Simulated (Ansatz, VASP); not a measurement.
# Fe: VASP beside Ansatz

```
Fe
1.0
    -1.39015    1.39015    1.39015
     1.39015   -1.39015    1.39015
     1.39015    1.39015   -1.39015
Fe
1
Direct
  0.00000 0.00000 0.00000
```

Alike in both runs: task single point; functional PBE; k mesh 12 × 12 × 12; occupations gaussian, width 0.15 eV; collinear spin.

|  | VASP | Ansatz |
| --- | --- | --- |
| version | VASP 6.6.1 | Ansatz 0.2.0 |
| potentials or method | VASP PAW PBE potentials, release 64 (Fe), cutoff 520 eV | scalar-relativistic, plane waves, PAW |
| valence electrons in the cell | 8 | 16 |

|  | VASP | Ansatz | Ansatz less VASP |
| --- | --- | --- | --- |
| gap on the k mesh at the Fermi level (eV) | none | none | - |
| pressure (GPa) | 11.2 | 11.5 | +0.28 |
| net moment per atom (μB) | 2.07 | 2.05 | -0.019 |
| size of the moment on the site where the two differ most (μB) | 2.06 | 2.09 | +0.032 |

Site moments also hang on the region over which each program counts them. A gap of «none» marks a metal or a gap that the smearing closes. The functional is the same, so the differences come from potentials, cutoffs and numerics. VASP's potentials hold 8 valence electrons a cell and Ansatz's 16, so a difference there can come from the potentials and not from the codes.
